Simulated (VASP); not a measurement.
Here is a VASP 6.6.1 calculation.

File INCAR:

```
SYSTEM = InAs
PREC = Accurate
ENCUT = 520
EDIFF = 1E-6
ISMEAR = -1
SIGMA = 0.02
LREAL = .FALSE.
LASPH = .TRUE.
NELM = 80
ALGO = Normal
ISIF = 2
LWAVE = .FALSE.
LCHARG = .FALSE.
NBANDS = 26
```

Contents of KPOINTS:

```
regular mesh
0
G
  6 5 6
  0 0 0
```

File POSCAR:

```
InAs
1.0
   -3.0135285408      3.0135285408      0.0000000000
    0.0000000000      0.0000000000      6.0270570815
    3.0135285408      3.0135285408      0.0000000000
In As
2 2
Direct
    0.0000000000      0.0000000000      0.0000000000
    0.5000000000      0.5000000000      0.5000000000
    0.0000000000      0.2500000000      0.5000000000
    0.5000000000      0.7500000000      0.0000000000
```

Potentials or basis: VASP PAW LDA potentials, release 64 (In_d, As).

Run with:

```console
$ cat potpaw_LDA.64/In_d/POTCAR potpaw_LDA.64/As/POTCAR > POTCAR
$ mpirun -np 1 vasp_std > vasp.out
```

Problem. What does it give for the band gap on the k mesh?

Solution. Zero (filled and empty bands touch).

Problem. Predict the pressure.

Solution. 0.2 GPa.

Caveat: semilocal functionals underestimate gaps, so a narrow gap can read as zero; spin-orbit coupling is left out, which moves the levels of the heavy elements.
